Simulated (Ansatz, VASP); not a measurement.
# Tl2Ga: VASP beside Ansatz

INCAR

```
SYSTEM = Tl2Ga
  ALGO = Normal
  EDIFF = 1E-6
  EDIFFG = -0.04
  ENCUT = 600
  GGA = PE
  IBRION = 2
  ISIF = 3
  ISMEAR = 0
  LASPH = .True.
  LCHARG = .False.
  LREAL = .False.
  LWAVE = .False.
  NELM = 100
  NSW = 90
  PREC = Accurate
  SIGMA = 0.1
```

Contents of KPOINTS:

```
k-points
0
Gamma
  6 6 6
  0 0 0
```

The input POSCAR:

```
Tl2Ga
1.0
    5.6656064940      0.0000000000      0.0000000000
   -2.8328032470      4.9065591516      0.0000000000
    0.0000000000      0.0000000000      3.1054089337
Tl Ga
2 1
Direct
    0.3333333333      0.6666666667      0.5000000000
    0.6666666667      0.3333333333      0.5000000000
    0.0000000000      0.0000000000      0.0000000000
```

Input for Ansatz:

```yaml
crystal:
  lattice:
    - [5.665606494, 0.0, 0.0]
    - [-2.832803247, 4.9065591516, 0.0]
    - [0.0, 0.0, 3.1054089337]
  atoms:
    - { symbol: Tl, position: [0.3333333333, 0.6666666667, 0.5] }
    - { symbol: Tl, position: [0.6666666667, 0.3333333333, 0.5] }
    - { symbol: Ga, position: [0.0, 0.0, 0.0] }
basis:
  ecutwfc: 420
kpoints:
  mp_grid: { grid: [6, 6, 6] }
hamiltonian:
  xc: pbe
scf:
  occupations: { method: gaussian, width: 0.1 }
  lower_state_search: "off"
output:
  forces: true
  stress: true
  eigenvalues: true
relax:
  adjacent_minimum: "off"
  f_tol: 0.04
  max_steps: 70
  cell: { stress_tol: 0.4 }
```

Alike in both runs: task relaxation of cell and atoms; functional PBE; k mesh 6 × 6 × 6; occupations gaussian, width 0.1 eV; no spin polarisation.

```csv
,VASP,Ansatz
version,VASP 6.6.1,Ansatz 0.2.0
potentials or method,"VASP PAW PBE potentials, release 64 (Tl_d, Ga_d), cutoff 600 eV","scalar-relativistic, plane waves, PAW"
valence electrons in the cell,39,39
```

|  | VASP | Ansatz | Ansatz less VASP |
| --- | --- | --- | --- |
| gap on the k mesh at the Fermi level, each at its own relaxed structure (eV) | none | none | - |
| relaxed volume (Å³/atom) | 28.42 | 28.12 | -0.302 |
| relaxed cell length with the largest relative difference (Å) | 3.243 | 3.224 | -0.0190 |

A gap of «none» marks a metal or a gap that the smearing closes.

Neither program's run includes spin-orbit coupling.
